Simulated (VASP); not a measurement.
# BaZrO3 (Pm-3m) in VASP: a series of runs

Aim: see how the results for BaZrO3 move with the level of theory and the settings. Levels: PBEsol, r2SCAN. Tasks: single point.

All numbers are computed with VASP 6.6.1; they aren't measurements. Logs are shortened: lines on timing, memory, paths and dates and some standing lists are left out, and cuts for length are marked.

## Step 1: The cell of the first run

Symmetry: Pm-3m, No. 221, cubic system. Conventional cell: a = 4.181 Å, b = 4.181 Å, c = 4.181 Å, α = 90.00°, β = 90.00°, γ = 90.00°. Within 3.9 Å of Ba (site symmetry m-3m) lie 12 O at 2.96 Å and 8 Zr at 3.62 Å. Within 2.8 Å of Zr (site symmetry m-3m) lie 6 O at 2.09 Å. Within 2.8 Å of O (site symmetry 4/mmm) lie 2 Zr at 2.09 Å.

## Step 2: Single point, PBEsol

File INCAR:

```
SYSTEM = BaZrO3
PREC = Accurate
ENCUT = 520
EDIFF = 1E-6
ISMEAR = -1
SIGMA = 0.05
LREAL = Auto
LASPH = .True.
NELM = 80
ALGO = Normal
ISIF = 2
LWAVE = .False.
LCHARG = .False.
GGA = PS
NBANDS = 186
```

File KPOINTS:

```
Automatic mesh
0
Gamma
  1 1 1
  0 0 0
```

File POSCAR:

```
BaZrO3
1.0
    8.3619610000      0.0000000000      0.0000000000
    0.0000000000      8.3619610000      0.0000000000
    0.0000000000      0.0000000000      8.3619610000
Ba Zr O
8 8 24
Direct
    0.0000000000      0.0000000000      0.0000000000
    0.0000000000      0.0000000000      0.5000000000
    0.0000000000      0.5000000000      0.0000000000
    0.0000000000      0.5000000000      0.5000000000
    0.5000000000      0.0000000000      0.0000000000
    0.5000000000      0.0000000000      0.5000000000
    0.5000000000      0.5000000000      0.0000000000
    0.5000000000      0.5000000000      0.5000000000
    0.2500000000      0.2500000000      0.2500000000
    0.2500000000      0.2500000000      0.7500000000
    0.2500000000      0.7500000000      0.2500000000
    0.2500000000      0.7500000000      0.7500000000
    0.7500000000      0.2500000000      0.2500000000
    0.7500000000      0.2500000000      0.7500000000
    0.7500000000      0.7500000000      0.2500000000
    0.7500000000      0.7500000000      0.7500000000
    0.2500000000      0.2500000000      0.0000000000
    0.2500000000      0.2500000000      0.5000000000
    0.2500000000      0.7500000000      0.0000000000
    0.2500000000      0.7500000000      0.5000000000
    0.7500000000      0.2500000000      0.0000000000
    0.7500000000      0.2500000000      0.5000000000
    0.7500000000      0.7500000000      0.0000000000
    0.7500000000      0.7500000000      0.5000000000
    0.0000000000      0.2500000000      0.2500000000
    0.0000000000      0.2500000000      0.7500000000
    0.0000000000      0.7500000000      0.2500000000
    0.0000000000      0.7500000000      0.7500000000
    0.5000000000      0.2500000000      0.2500000000
    0.5000000000      0.2500000000      0.7500000000
    0.5000000000      0.7500000000      0.2500000000
    0.5000000000      0.7500000000      0.7500000000
    0.2500000000      0.0000000000      0.2500000000
    0.2500000000      0.0000000000      0.7500000000
    0.2500000000      0.5000000000      0.2500000000
    0.2500000000      0.5000000000      0.7500000000
    0.7500000000      0.0000000000      0.2500000000
    0.7500000000      0.0000000000      0.7500000000
    0.7500000000      0.5000000000      0.2500000000
    0.7500000000      0.5000000000      0.7500000000
```

Potentials or basis: VASP PAW PBE potentials, release 64 (Ba_sv, Zr_sv, O).

Launch:

```bash
cat potpaw_PBE.64/Ba_sv/POTCAR potpaw_PBE.64/Zr_sv/POTCAR potpaw_PBE.64/O/POTCAR > POTCAR
mpirun -np 1 vasp_gam > vasp.out
```

OUTCAR:

```text
SYSTEM = BaZrO3
   PREC = Accurate
   ENCUT = 520
   EDIFF = 1E-6
   ISMEAR = -1
   LREAL = Auto
   LASPH = .True.
   NELM = 80
   ISIF = 2
   GGA = PS

 ion  position               nearest neighbor table
   1  0.000  0.000  0.000-  17 2.96  19 2.96  21 2.96  23 2.96  25 2.96  26 2.96  27 2.96  28 2.96
                            33 2.96  34 2.96  37 2.96  38 2.96  13 3.62  14 3.62  15 3.62  16 3.62
   2  0.000  0.000  0.500-  18 2.96  20 2.96  22 2.96  24 2.96  25 2.96  26 2.96  27 2.96  28 2.96
                            33 2.96  34 2.96  37 2.96  38 2.96  13 3.62  14 3.62  15 3.62  16 3.62
   3  0.000  0.500  0.000-  17 2.96  19 2.96  21 2.96  23 2.96  25 2.96  26 2.96  27 2.96  28 2.96
                            35 2.96  36 2.96  39 2.96  40 2.96  13 3.62  14 3.62  15 3.62  16 3.62
   4  0.000  0.500  0.500-  18 2.96  20 2.96  22 2.96  24 2.96  25 2.96  26 2.96  27 2.96  28 2.96
                            35 2.96  36 2.96  39 2.96  40 2.96  13 3.62  14 3.62  15 3.62  16 3.62
   5  0.500  0.000  0.000-  17 2.96  19 2.96  21 2.96  23 2.96  29 2.96  30 2.96  31 2.96  32 2.96
                            33 2.96  34 2.96  37 2.96  38 2.96  13 3.62  14 3.62  15 3.62  16 3.62
   6  0.500  0.000  0.500-  18 2.96  20 2.96  22 2.96  24 2.96  29 2.96  30 2.96  31 2.96  32 2.96
                            33 2.96  34 2.96  37 2.96  38 2.96  13 3.62  14 3.62  15 3.62  16 3.62
   7  0.500  0.500  0.000-  17 2.96  19 2.96  21 2.96  23 2.96  29 2.96  30 2.96  31 2.96  32 2.96
                            35 2.96  36 2.96  39 2.96  40 2.96  13 3.62  14 3.62  15 3.62  16 3.62
   8  0.500  0.500  0.500-  18 2.96  20 2.96  22 2.96  24 2.96  29 2.96  30 2.96  31 2.96  32 2.96
                            35 2.96  36 2.96  39 2.96  40 2.96  13 3.62  14 3.62  15 3.62  16 3.62
   9  0.250  0.250  0.250-  17 2.09  18 2.09  25 2.09  29 2.09  33 2.09  35 2.09   7 3.62   8 3.62
                             1 3.62   2 3.62   3 3.62   4 3.62   5 3.62   6 3.62
  10  0.250  0.250  0.750-  17 2.09  18 2.09  26 2.09  30 2.09  34 2.09  36 2.09   7 3.62   8 3.62
                             1 3.62   2 3.62   3 3.62   4 3.62   5 3.62   6 3.62
  11  0.250  0.750  0.250-  19 2.09  20 2.09  27 2.09  31 2.09  33 2.09  35 2.09   7 3.62   8 3.62
                             1 3.62   2 3.62   3 3.62   4 3.62   5 3.62   6 3.62
[... 32 lines left out ...]
  39  0.750  0.500  0.250-  13 2.09  15 2.09   7 2.96   8 2.96   3 2.96   4 2.96
  40  0.750  0.500  0.750-  14 2.09  16 2.09   7 2.96   8 2.96   3 2.96   4 2.96

  LATTYP: Found a simple cubic cell.
 ALAT       =     8.3619610000

  Lattice vectors:

 A1 = (   8.3619610000,   0.0000000000,   0.0000000000)
 A2 = (   0.0000000000,   8.3619610000,   0.0000000000)
 A3 = (   0.0000000000,   0.0000000000,   8.3619610000)

Analysis of symmetry for initial positions (statically):
=====================================================================
 Subroutine PRICEL returns following result:

  LATTYP: Found a simple cubic cell.
 ALAT       =     4.1809805000

  Lattice vectors:

 A1 = (   4.1809805000,   0.0000000000,   0.0000000000)
 A2 = (   0.0000000000,   4.1809805000,   0.0000000000)
 A3 = (   0.0000000000,   0.0000000000,   4.1809805000)

   8 primitive cells build up your supercell.

 Routine SETGRP: Setting up the symmetry group for a
 simple cubic supercell.

 Subroutine GETGRP returns: Found 48 space group operations
 (whereof 48 operations were pure point group operations)
 out of a pool of 48 trial point group operations.

The static configuration has the point symmetry O_h .

Analysis of symmetry for dynamics (positions and initial velocities):
=====================================================================
 Subroutine PRICEL returns following result:

  LATTYP: Found a simple cubic cell.
 ALAT       =     4.1809805000

  Lattice vectors:

 A1 = (   4.1809805000,   0.0000000000,   0.0000000000)
 A2 = (   0.0000000000,   4.1809805000,   0.0000000000)
 A3 = (   0.0000000000,   0.0000000000,   4.1809805000)

   8 primitive cells build up your supercell.

 Routine SETGRP: Setting up the symmetry group for a
 simple cubic supercell.

 Subroutine GETGRP returns: Found 48 space group operations
 (whereof 48 operations were pure point group operations)
 out of a pool of 48 trial point group operations.

The dynamic configuration has the point symmetry O_h .

 Subroutine INISYM returns: Found 48 space group operations
 (whereof 48 operations are pure point group operations),
 and found     8 'primitive' translations

----------------------------------------------------------------------------------------

                                     Primitive cell

  volume of cell :      73.0860

  direct lattice vectors                    reciprocal lattice vectors
     4.180980500  0.000000000  0.000000000     0.239178346  0.000000000  0.000000000
     0.000000000  4.180980500  0.000000000     0.000000000  0.239178346  0.000000000
     0.000000000  0.000000000  4.180980500     0.000000000  0.000000000  0.239178346

  length of vectors
     4.180980500  4.180980500  4.180980500     0.239178346  0.239178346  0.239178346

  position of ions in fractional coordinates (direct lattice)
     0.000000000  0.000000000  0.000000000
     0.500000000  0.500000000  0.500000000
     0.500000000  0.500000000  0.000000000
     0.000000000  0.500000000  0.500000000
     0.500000000  0.000000000  0.500000000

  ion indices of the primitive-cell ions
   primitive index   ion index
                 1           1
                 2           9
                 3          17
                 4          25
                 5          33

----------------------------------------------------------------------------------------

 KPOINTS: Automatic mesh

Automatic generation of k-mesh.
 Grid dimensions read from file:
 generate k-points for:    1    1    1

 Generating k-lattice:

  Cartesian coordinates                     Fractional coordinates (reciprocal lattice)
     0.119589173  0.000000000  0.000000000     1.000000000  0.000000000  0.000000000
     0.000000000  0.119589173  0.000000000     0.000000000  1.000000000  0.000000000
     0.000000000  0.000000000  0.119589173     0.000000000  0.000000000  1.000000000

  Length of vectors
     0.119589173  0.119589173  0.119589173

  Shift w.r.t. Gamma in fractional coordinates (k-lattice)
     0.000000000  0.000000000  0.000000000

 Subroutine IBZKPT returns following result:
 ===========================================

 Found      1 irreducible k-points:

 Following reciprocal coordinates:
            Coordinates               Weight
  0.000000  0.000000  0.000000      1.000000
   k-points           NKPTS =      1   k-points in BZ     NKDIM =      1   number of bands    NBANDS=    186
   number of dos      NEDOS =    301   number of ions     NIONS =     40
   total plane-waves  NPLWV = 262144
   dimension x,y,z NGX =    64 NGY =   64 NGZ =   64
   dimension x,y,z NGXF=   128 NGYF=  128 NGZF=  128
   ions per type =               8   8  24
   NGX,Y,Z   is equivalent  to a cutoff of  12.72, 12.72, 12.72 a.u.
   NGXF,Y,Z  is equivalent  to a cutoff of  25.45, 25.45, 25.45 a.u.
 SYSTEM =  BaZrO3
   PREC   = accura    normal or accurate (medium, high low for compatibility)
   ISTART =      0    job   : 0-new  1-cont  2-samecut
   ICHARG =      2    charge: 1-file 2-atom 10-const
   ISPIN  =      1    spin polarized calculation?
   LNONCOLLINEAR =      F non collinear calculations
   LSORBIT =      F    spin-orbit coupling
   LASPH  =      T    aspherical Exc in radial PAW
   ENCUT  =  520.0 eV  38.22 Ry    6.18 a.u.  15.55 15.55 15.55*2*pi/ulx,y,z
   NELM   =     80;   NELMIN=  2; NELMDL= -5     # of ELM steps
   EDIFF  = 0.1E-05   stopping-criterion for ELM
   LREAL  =      T    real-space projection
   EDIFFG = 0.1E-04   stopping-criterion for IOM
   NSW    =      0    number of steps for IOM
   IBRION =     -1    ionic relax: 0-MD 1-quasi-New 2-CG
   NFREE  =      0    steps in history (QN), initial steepest desc. (CG)
   ISIF   =      2    stress and relaxation
   ISYM   =      2    0-nonsym 1-usesym 2-fastsym
   POTIM  = 0.5000    time-step for ionic-motion
   TEBEG  =    0.0;   TEEND  =   0.0 temperature during run
   PSTRESS=    0.0 pullay stress
   NELECT =     320.0000    total number of electrons
   NUPDOWN=      -1.0000    fix difference up-down
   EMIN   =  10.00;   EMAX   =-10.00  energy-range for DOS
   EFERMI =   0.00;   METHOD = LEGACY
   ISMEAR =    -1;   SIGMA  =   0.05  broadening in eV -4-tet -1-fermi 0-gaus
   EFERMI_NEDOS =   21; number of points for ismear=-14 and -15
   IALGO  =     38    algorithm
   IMIX   =      4    mixing-type and parameters
     AMIX     =   0.40;   BMIX     =  1.00
     AMIX_MAG =   1.60;   BMIX_MAG =  1.00
  volume/ion in A,a.u.               =      14.62        98.64
  Fermi-wavevector in a.u.,A,eV,Ry     =   1.339111  2.530553 24.398228  1.793219
  Thomas-Fermi vector in A             =   2.467529
   LORBIT       =      0    0 simple, 1 ext, 2 COOP (PROOUT), +10 PAW based schemes
   GGA     = PS    functional components
   LHFCALC =     F    Hartree Fock is set to
   AEXX    =    0.0000 exact exchange contribution
   IVDW    =     0    specifies the selected vdW correction
   LEPSILON=     F    determine dielectric tensor
   LRPA    =     F    only Hartree local field effects (RPA)
 non-spin polarized calculation
  energy-cutoff  :      520.00
  volume of cell :      584.69
 maximum number of plane-waves:      7830
 NGX is ok and might be reduce to    64
   NGX = 31   NGY = 31   NGZ = 31

 number of electron     320.0000036 magnetization

 Free energy of the ion-electron system (eV)
  ---------------------------------------------------
  ext. energy  EPLUGINS =         0.00000000
  ---------------------------------------------------
  free energy    TOTEN  =      -343.63222493 eV

  energy without entropy =     -343.63222493  energy(sigma->0) =     -343.63222493

 E-fermi :   5.2051     XC(G=0): -11.0577

 val. band max:        3.7945632512   @ k =   0.0000   0.0000   0.0000
 cond. band min:       6.7112269065   @ k =   0.0000   0.0000   0.0000
 fundamental gap:      2.9166636553
 Fermi energy:         5.2050987455

 k-point     1 :       0.0000    0.0000    0.0000
  band No.  band energies     occupation
      1     -43.3666      2.00000
      2     -43.3631      2.00000
      3     -43.3631      2.00000
      4     -43.3631      2.00000
      5     -43.3597      2.00000
      6     -43.3597      2.00000
[... 164 lines left out ...]
    171       9.3176      0.00000
    172       9.3176      0.00000
 [bands above 172 left out]

------------------------ aborting loop because EDIFF is reached ----------------------------------------

  FORCE on cell =-STRESS in cart. coord.  units (eV):
  Direction    XX          YY          ZZ          XY          YZ          ZX
  --------------------------------------------------------------------------------------
  -------------------------------------------------------------------------------------
  Total       10.8850406     10.8850406     10.8850406     -0.0000000     -0.0000000      0.0000000
  in kB       29.8274565     29.8274565     29.8274565     -0.0000000     -0.0000000      0.0000000
  external PRESSURE =      29.8274565 kB  Pullay stress =       0.0000000 kB

 VOLUME and BASIS-vectors are now :
 -----------------------------------------------------------------------------
  energy-cutoff  :      520.00
  volume of cell :      584.69
      direct lattice vectors                 reciprocal lattice vectors
     8.361961000  0.000000000  0.000000000     0.119589173  0.000000000  0.000000000
     0.000000000  8.361961000  0.000000000     0.000000000  0.119589173  0.000000000
     0.000000000  0.000000000  8.361961000     0.000000000  0.000000000  0.119589173

 POSITION                                       TOTAL-FORCE (eV/Angst)
 -----------------------------------------------------------------------------------
      0.00000      0.00000      0.00000         0.000000      0.000000      0.000000
      0.00000      0.00000      4.18098         0.000000      0.000000     -0.000000
      0.00000      4.18098      0.00000         0.000000      0.000000      0.000000
      0.00000      4.18098      4.18098        -0.000000      0.000000     -0.000000
      4.18098      0.00000      0.00000        -0.000000      0.000000      0.000000
      4.18098      0.00000      4.18098         0.000000      0.000000     -0.000000
[... 32 lines left out ...]
      6.27147      4.18098      2.09049        -0.000000      0.000000     -0.000000
      6.27147      4.18098      6.27147         0.000000     -0.000000     -0.000000
 -----------------------------------------------------------------------------------
    total drift:                                0.000000      0.000000      0.000000

  FREE ENERGIE OF THE ION-ELECTRON SYSTEM (eV)
  ---------------------------------------------------
  free  energy   TOTEN  =      -343.6322249312 eV

  energy  without entropy=     -343.6322249312  energy(sigma->0) =     -343.63222493
```

It took 3.3 min on 1 thread of AMD EPYC 7R43 (Zen 3), shared host; peak memory 0.51 GiB.

Results:

| Quantity | Value |
| --- | --- |
| Free energy | -343.6322 eV |
| Pressure | 3.0 GPa |
| Band gap on the k mesh | 2.92 eV |

Caveat: the k points lie up to 0.75 Å⁻¹ apart; the PAW data sets were made with another functional, which shifts forces and pressure a little; spin-orbit coupling is left out, which moves the levels of the heavy elements. PBEsol gaps usually lie below the measured ones, often by a third to a half.

## Step 3: Single point, r2SCAN

POSCAR is that of step 2.

File INCAR.step1:

```
  PREC = Accurate
  ENCUT = 520
  ISMEAR = -1
  SIGMA = 0.05
  LREAL = Auto
  LASPH = True
  NELM = 100
  NBANDS = 186
  GGA = PE
  ALGO = Normal
  EDIFF = 1E-4
  LWAVE = True
  LCHARG = False
```

File INCAR.step2:

```
  PREC = Accurate
  ENCUT = 520
  EDIFF = 1E-6
  ISMEAR = -1
  SIGMA = 0.05
  LREAL = Auto
  LASPH = True
  NELM = 100
  ALGO = Normal
  ISIF = 2
  LWAVE = False
  LCHARG = False
  METAGGA = R2SCAN
  LMIXTAU = True
  NBANDS = 186
  ISTART = 1
```

File KPOINTS:

```
Automatic mesh
0
Gamma
  1 1 1
```

Potentials or basis: VASP PAW PBE potentials, release 64 (Ba_sv, Zr_sv, O).

Launch:

```bash
cat potpaw_PBE.64/Ba_sv/POTCAR potpaw_PBE.64/Zr_sv/POTCAR potpaw_PBE.64/O/POTCAR > POTCAR
cp INCAR.step1 INCAR
mpirun -np 1 vasp_gam > vasp.out
cp INCAR.step2 INCAR
mpirun -np 1 vasp_gam > vasp.out
```

It took 9.4 min on 1 thread of AMD EPYC 7R43 (Zen 3), shared host; peak memory 0.67 GiB.

The run converged. Its results:

- Free energy: -675.6911 eV
- Pressure: 5.9 GPa
- Band gap on the k mesh: 3.52 eV

Levels at points of the mesh, in eV from the valence-band top:
```csv
k point,band 157,band 158,band 159,band 160,band 161,band 162,band 163,band 164
"(0.00, 0.00, 0.00)",-0.08,0.00,0.00,0.00,3.52,3.52,3.52,3.95
```

Caveat: the k points lie up to 0.75 Å⁻¹ apart; the PAW data sets were made with another functional, which shifts forces and pressure a little; spin-orbit coupling is left out, which moves the levels of the heavy elements.
